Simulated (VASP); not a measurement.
# Zr (P6/mmm) in VASP: notebook

The runs below take Zr through single point, with PBE.

Everything below comes from runs of VASP 6.6.1. Logs are shortened: lines on timing, memory, paths and dates and some standing lists are left out, and cuts for length are marked.

## 1. The cell of the first run

It takes space group P6/mmm (No. 191, hexagonal). Conventional cell: a = 4.298 Å, b = 4.298 Å, c = 2.515 Å, α = 90.00°, β = 90.00°, γ = 120.00°. Zr (site symmetry 6/mmm) has 14 Zr at 2.52 to 2.78 Å within 3.3 Å. Zr (site symmetry -6m2) has 11 Zr at 2.48 to 2.78 Å within 3.3 Å.

## 2. Single point, PBE (volume scaled by 0.58)

The input, INCAR:

```
SYSTEM = Zr
  PREC = Accurate
  ENCUT = 520
  EDIFF = 1E-6
  ISMEAR = -1
  SIGMA = 0.1
  LREAL = .FALSE.
  LASPH = .TRUE.
  NELM = 100
  ALGO = Normal
  ISIF = 2
  LWAVE = .FALSE.
  LCHARG = .FALSE.
  GGA = PE
  NBANDS = 25
```

The input, KPOINTS:

```
regular mesh
0
G
  8 8 11
  0 0 0
```

The input, POSCAR:

```
Zr
1.0
    4.2982683576      0.0000000000      0.0000000000
   -2.1491341788      3.7224095900      0.0000000000
    0.0000000000      0.0000000000      2.5152293187
Zr
3
Direct
    0.0000000000      0.0000000000      0.0000000000
    0.3333333333      0.6666666667      0.5000000000
    0.6666666667      0.3333333333      0.5000000000
```

Potentials or basis: VASP PAW PBE potentials, release 64 (Zr_sv).

The run is started by

```console
$ cat potpaw_PBE.64/Zr_sv/POTCAR > POTCAR
$ mpirun -np 1 vasp_std > vasp.out
```

OUTCAR:

```text
SYSTEM = Zr
   PREC = Accurate
   ENCUT = 520
   EDIFF = 1E-6
   ISMEAR = -1
   LREAL = .FALSE.
   LASPH = .TRUE.
   NELM = 100
   ISIF = 2
   GGA = PE

 ion  position               nearest neighbor table
   1  0.000  0.000  0.000-   2 2.78   3 2.78   2 2.78   3 2.78   3 2.78   3 2.78   2 2.78   2 2.78
                             3 2.78   3 2.78   2 2.78   2 2.78
   2  0.333  0.667  0.500-   3 2.48   3 2.48   3 2.48   1 2.78   1 2.78   1 2.78   1 2.78   1 2.78
                             1 2.78   3 3.53   3 3.53   3 3.53   3 3.53   3 3.53   3 3.53
   3  0.667  0.333  0.500-   2 2.48   2 2.48   2 2.48   1 2.78   1 2.78   1 2.78   1 2.78   1 2.78
                             1 2.78   2 3.53   2 3.53   2 3.53   2 3.53   2 3.53   2 3.53

  LATTYP: Found a hexagonal cell.
 ALAT       =     4.2982683576
 C/A-ratio  =     0.5851727043

  Lattice vectors:

 A1 = (   4.2982683576,   0.0000000000,   0.0000000000)
 A2 = (  -2.1491341788,   3.7224095900,   0.0000000000)
 A3 = (   0.0000000000,   0.0000000000,   2.5152293187)

Analysis of symmetry for initial positions (statically):
=====================================================================
 Subroutine PRICEL returns:
 Original cell was already a primitive cell.

 Routine SETGRP: Setting up the symmetry group for a
 hexagonal supercell.

 Subroutine GETGRP returns: Found 24 space group operations
 (whereof 24 operations were pure point group operations)
 out of a pool of 24 trial point group operations.

The static configuration has the point symmetry D_6h.

Analysis of symmetry for dynamics (positions and initial velocities):
=====================================================================
 Subroutine PRICEL returns:
 Original cell was already a primitive cell.

 Routine SETGRP: Setting up the symmetry group for a
 hexagonal supercell.

 Subroutine GETGRP returns: Found 24 space group operations
 (whereof 24 operations were pure point group operations)
 out of a pool of 24 trial point group operations.

The dynamic configuration has the point symmetry D_6h.

 Subroutine INISYM returns: Found 24 space group operations
 (whereof 24 operations are pure point group operations),
 and found     1 'primitive' translations

----------------------------------------------------------------------------------------

                                     Primitive cell

  volume of cell :      40.2435

  direct lattice vectors                    reciprocal lattice vectors
     4.298268358  0.000000000  0.000000000     0.232651830  0.134321597  0.000000000
    -2.149134179  3.722409590  0.000000000     0.000000000  0.268643194  0.000000000
     0.000000000  0.000000000  2.515229319     0.000000000  0.000000000  0.397578063

  length of vectors
     4.298268358  4.298268358  2.515229319     0.268643194  0.268643194  0.397578063

  position of ions in fractional coordinates (direct lattice)
     0.000000000  0.000000000  0.000000000
     0.333333333  0.666666667  0.500000000
     0.666666667  0.333333333  0.500000000

  ion indices of the primitive-cell ions
   primitive index   ion index
                 1           1
                 2           2
                 3           3

----------------------------------------------------------------------------------------

 KPOINTS: regular mesh

Automatic generation of k-mesh.
 Grid dimensions read from file:
 generate k-points for:    8    8   11

 Generating k-lattice:

  Cartesian coordinates                     Fractional coordinates (reciprocal lattice)
     0.029081479  0.016790200  0.000000000     0.125000000  0.000000000  0.000000000
     0.000000000  0.033580399  0.000000000     0.000000000  0.125000000  0.000000000
     0.000000000  0.000000000  0.036143460     0.000000000  0.000000000  0.090909091

  Length of vectors
     0.033580399  0.033580399  0.036143460

  Shift w.r.t. Gamma in fractional coordinates (k-lattice)
     0.000000000  0.000000000  0.000000000

 Subroutine IBZKPT returns following result:
 ===========================================

 Found     60 irreducible k-points:

 Following reciprocal coordinates:
            Coordinates               Weight
  0.000000  0.000000  0.000000      1.000000
  0.125000  0.000000  0.000000      6.000000
  0.250000  0.000000  0.000000      6.000000
  0.375000  0.000000  0.000000      6.000000
  0.500000  0.000000  0.000000      3.000000
  0.125000  0.125000  0.000000      6.000000
[... 16 lines left out ...]
  0.250000  0.000000  0.181818     12.000000
  0.375000  0.000000  0.181818     12.000000
 [... further k-points ...]
   k-points           NKPTS =     60   k-points in BZ     NKDIM =     60   number of bands    NBANDS=     25
   number of dos      NEDOS =    301   number of ions     NIONS =      3
   total plane-waves  NPLWV =  20480
   dimension x,y,z NGX =    32 NGY =   32 NGZ =   20
   dimension x,y,z NGXF=    64 NGYF=   64 NGZF=   40
   ions per type =               3
   NGX,Y,Z   is equivalent  to a cutoff of  12.38, 12.38, 13.22 a.u.
   NGXF,Y,Z  is equivalent  to a cutoff of  24.75, 24.75, 26.44 a.u.
 SYSTEM =  Zr
   PREC   = accura    normal or accurate (medium, high low for compatibility)
   ISTART =      0    job   : 0-new  1-cont  2-samecut
   ICHARG =      2    charge: 1-file 2-atom 10-const
   ISPIN  =      1    spin polarized calculation?
   LNONCOLLINEAR =      F non collinear calculations
   LSORBIT =      F    spin-orbit coupling
   LASPH  =      T    aspherical Exc in radial PAW
   ENCUT  =  520.0 eV  38.22 Ry    6.18 a.u.   7.99  7.99  4.68*2*pi/ulx,y,z
   NELM   =    100;   NELMIN=  2; NELMDL= -5     # of ELM steps
   EDIFF  = 0.1E-05   stopping-criterion for ELM
   LREAL  =      F    real-space projection
   EDIFFG = 0.1E-04   stopping-criterion for IOM
   NSW    =      0    number of steps for IOM
   IBRION =     -1    ionic relax: 0-MD 1-quasi-New 2-CG
   NFREE  =      0    steps in history (QN), initial steepest desc. (CG)
   ISIF   =      2    stress and relaxation
   ISYM   =      2    0-nonsym 1-usesym 2-fastsym
   POTIM  = 0.5000    time-step for ionic-motion
   TEBEG  =    0.0;   TEEND  =   0.0 temperature during run
   PSTRESS=    0.0 pullay stress
   NELECT =      36.0000    total number of electrons
   NUPDOWN=      -1.0000    fix difference up-down
   EMIN   =  10.00;   EMAX   =-10.00  energy-range for DOS
   EFERMI =   0.00;   METHOD = LEGACY
   ISMEAR =    -1;   SIGMA  =   0.10  broadening in eV -4-tet -1-fermi 0-gaus
   EFERMI_NEDOS =   21; number of points for ismear=-14 and -15
   IALGO  =     38    algorithm
   IMIX   =      4    mixing-type and parameters
     AMIX     =   0.40;   BMIX     =  1.00
     AMIX_MAG =   1.60;   BMIX_MAG =  1.00
  volume/ion in A,a.u.               =      13.41        90.53
  Fermi-wavevector in a.u.,A,eV,Ry     =   1.577408  2.980868 33.854213  2.488214
  Thomas-Fermi vector in A             =   2.678094
   LORBIT       =      0    0 simple, 1 ext, 2 COOP (PROOUT), +10 PAW based schemes
   GGA     = PE    functional components
   LHFCALC =     F    Hartree Fock is set to
   AEXX    =    0.0000 exact exchange contribution
   IVDW    =     0    specifies the selected vdW correction
   LEPSILON=     F    determine dielectric tensor
   LRPA    =     F    only Hartree local field effects (RPA)
 non-spin polarized calculation
  energy-cutoff  :      520.00
  volume of cell :       40.24
 maximum number of plane-waves:      1096
 NGX is ok and might be reduce to    32
   NGX = 15   NGY = 15   NGZ =  9

 number of electron      36.0000000 magnetization

 Free energy of the ion-electron system (eV)
  ---------------------------------------------------
  ext. energy  EPLUGINS =         0.00000000
  ---------------------------------------------------
  free energy    TOTEN  =       -17.86491733 eV

  energy without entropy =      -17.77719178  energy(sigma->0) =      -17.82105456

 E-fermi :  16.4422     XC(G=0): -13.8677

 val. band max:       16.4209650843   @ k =   0.1250   0.1250   0.0000
 cond. band min:      16.4525206306   @ k =   0.2500   0.2500   0.2727
 fundamental gap:      0.0315555463
 Fermi energy:        16.4421719454

 k-point     1 :       0.0000    0.0000    0.0000
  band No.  band energies     occupation
      1     -32.3978      2.00000
      2     -31.1590      2.00000
      3     -31.0397      2.00000
      4     -11.3676      2.00000
      5     -11.3676      2.00000
      6     -10.6793      2.00000
[... 17 lines left out ...]
     24      20.4965      0.00000
     25      20.5608      0.00000

 k-point     2 :       0.1250    0.0000    0.0000
  band No.  band energies     occupation
      1     -32.3468      2.00000
      2     -31.1818      2.00000
      3     -31.0801      2.00000
      4     -11.6340      2.00000
      5     -11.5187      2.00000
      6     -10.3393      2.00000
[... 17 lines left out ...]
     24      19.8821      0.00000
     25      21.4934      0.00000

 k-point     3 :       0.2500    0.0000    0.0000
  band No.  band energies     occupation
      1     -32.2017      2.00000
      2     -31.2626      2.00000
      3     -31.1741      2.00000
      4     -11.9855      2.00000
      5     -11.5199      2.00000
      6      -9.7795      2.00000
[... 17 lines left out ...]
     24      19.7495      0.00000
     25      22.5507      0.00000

 k-point     4 :       0.3750    0.0000    0.0000
  band No.  band energies     occupation
      1     -31.9876      2.00000
      2     -31.4470      2.00000
      3     -31.2341      2.00000
      4     -12.2206      2.00000
      5     -11.1905      2.00000
      6      -9.6224      2.00000
[... 17 lines left out ...]
     24      21.1016      0.00000
     25      22.4046      0.00000

 k-point     5 :       0.5000    0.0000    0.0000
  band No.  band energies     occupation
      1     -31.8012      2.00000
      2     -31.6269      2.00000
      3     -31.2532      2.00000
      4     -12.3019      2.00000
      5     -10.7280      2.00000
      6     -10.2784      2.00000
[... 17 lines left out ...]
     24      21.8769      0.00000
     25      22.7583      0.00000

 k-point     6 :       0.1250    0.1250    0.0000
  band No.  band energies     occupation
      1     -32.2487      2.00000
      2     -31.2242      2.00000
      3     -31.1567      2.00000
      4     -11.8103      2.00000
      5     -11.6569      2.00000
      6      -9.8509      2.00000
[... 17 lines left out ...]
     24      19.4999      0.00000
     25      22.4355      0.00000
[... 393 lines left out ...]
 k-point    21 :       0.0000    0.0000    0.1818
  band No.  band energies     occupation
      1     -32.1666      2.00000
      2     -31.0393      2.00000
      3     -30.8712      2.00000
      4     -11.1849      2.00000
      5     -11.1849      2.00000
      6     -10.3743      2.00000
[... 17 lines left out ...]
     24      19.5785      0.00000
     25      21.5031      0.00000

 k-point    22 :       0.1250    0.0000    0.1818
  band No.  band energies     occupation
      1     -32.1189      2.00000
      2     -31.0573      2.00000
      3     -30.9112      2.00000
      4     -11.3958      2.00000
      5     -11.2911      2.00000
      6     -10.1171      2.00000
[... 17 lines left out ...]
     24      19.1933      0.00000
     25      21.8656      0.00000

 k-point    23 :       0.2500    0.0000    0.1818
  band No.  band energies     occupation
      1     -31.9835      2.00000
      2     -31.1177      2.00000
      3     -31.0113      2.00000
      4     -11.7047      2.00000
      5     -11.3069      2.00000
      6      -9.7696      2.00000
[... 17 lines left out ...]
     24      19.6797      0.00000
     25      22.3160      0.00000

 k-point    24 :       0.3750    0.0000    0.1818
  band No.  band energies     occupation
      1     -31.7854      2.00000
      2     -31.2703      2.00000
      3     -31.0822      2.00000
      4     -11.9186      2.00000
      5     -11.0682      2.00000
      6      -9.8690      2.00000
[... 17 lines left out ...]
     24      20.4080      0.00000
     25      21.5522      0.00000

 [... further k-points ...]
[... 5 lines left out ...]
  --------------------------------------------------------------------------------------
  -------------------------------------------------------------------------------------
  Total       30.8877502     30.8877502     30.9380885      0.0000000      0.0000000      0.0000000
  in kB     1229.7068352   1229.7068352   1231.7109107      0.0000000      0.0000000      0.0000000
  external PRESSURE =    1230.3748604 kB  Pullay stress =       0.0000000 kB

 VOLUME and BASIS-vectors are now :
 -----------------------------------------------------------------------------
  energy-cutoff  :      520.00
  volume of cell :       40.24
      direct lattice vectors                 reciprocal lattice vectors
     4.298268358  0.000000000  0.000000000     0.232651830  0.134321597  0.000000000
    -2.149134179  3.722409590  0.000000000     0.000000000  0.268643194  0.000000000
     0.000000000  0.000000000  2.515229319     0.000000000  0.000000000  0.397578063

 POSITION                                       TOTAL-FORCE (eV/Angst)
 -----------------------------------------------------------------------------------
      0.00000      0.00000      0.00000        -0.000000      0.000000      0.000000
     -0.00000      2.48161      1.25761         0.000000      0.000000      0.000000
      2.14913      1.24080      1.25761        -0.000000      0.000000      0.000000
 -----------------------------------------------------------------------------------
    total drift:                               -0.000000      0.000000      0.000000

  FREE ENERGIE OF THE ION-ELECTRON SYSTEM (eV)
  ---------------------------------------------------
  free  energy   TOTEN  =       -17.8649173299 eV

  energy  without entropy=      -17.7771917813  energy(sigma->0) =      -17.82105456
```

Run time: 58 s. Hardware: 1 thread of Intel Xeon 8259CL, shared host; peak memory 0.18 GiB.

What came out:

| Item | Value |
| --- | --- |
| Free energy | -17.8649 eV |
| Pressure | 123.0 GPa |
| Band gap on the k mesh | zero (band 18 reaches 17.40 eV, above the bottom of band 19 at 15.75 eV) |

Stress tensor (GPa, compression positive):
```
122.97   0.00   0.00
  0.00 122.97   0.00
  0.00   0.00 123.17
```

Caveat: the cell differs from its parent crystal (volume scaled by 0.58).

## 3. Single point, PBE

This run uses another cell than the first one, of 20.35 Å³/atom, 1.517 times its volume.

The input, INCAR:

```
ALGO     = Normal         # electronic algorithm
EDIFF    = 1E-6           # SCF threshold, eV
ENCUT    = 520            # plane-wave cutoff, eV
GGA      = PE             # functional
ISIF     = 2              # what is computed and relaxed
ISMEAR   = -1             # smearing method
LASPH    = True           # aspherical terms in the spheres
LCHARG   = False          # write CHGCAR
LREAL    = False          # projectors in reciprocal space
LWAVE    = False          # write WAVECAR
NBANDS   = 25             # bands
NELM     = 100            # most SCF steps
PREC     = Accurate       # precision mode
SIGMA    = 0.1            # smearing width, eV
```

The input, KPOINTS:

```
k-points
0
Gamma
  8 8 11
```

The input, POSCAR:

```
Zr
1.0
    4.8357020807      0.0000000000      0.0000000000
   -2.4178510403      4.1878408470      0.0000000000
    0.0000000000      0.0000000000      3.0150897547
Zr
3
Direct
    0.0000000000      0.0000000000      0.0000000000
    0.3333333333      0.6666666667      0.5000000000
    0.6666666667      0.3333333333      0.5000000000
```

Potentials or basis: VASP PAW PBE potentials, release 64 (Zr_sv).

The run is started by

```console
$ cat potpaw_PBE.64/Zr_sv/POTCAR > POTCAR
$ mpirun -np 1 vasp_std > vasp.out
```

Wall time 1.7 min (1 thread of Intel Xeon 8259CL, shared host); peak memory 0.22 GiB.

It converged, with:

- Free energy: -25.2447 eV
- Pressure: 15.2 GPa
- Band gap on the k mesh: zero (band 18 reaches 10.79 eV, above the bottom of band 19 at 10.09 eV)

Levels at points of the mesh, in eV from the Fermi level:
```
           k point  band 15  band 16  band 17  band 18  band 19  band 20  band 21  band 22
(0.00, 0.00, 0.00)    -0.40    -0.40    -0.36    -0.36    -0.14     0.92     1.82     1.82
(0.50, 0.00, 0.00)    -3.02    -0.76    -0.75    -0.56    -0.04     0.81     1.22     2.22
```

(Continued in part 2 of 2.)
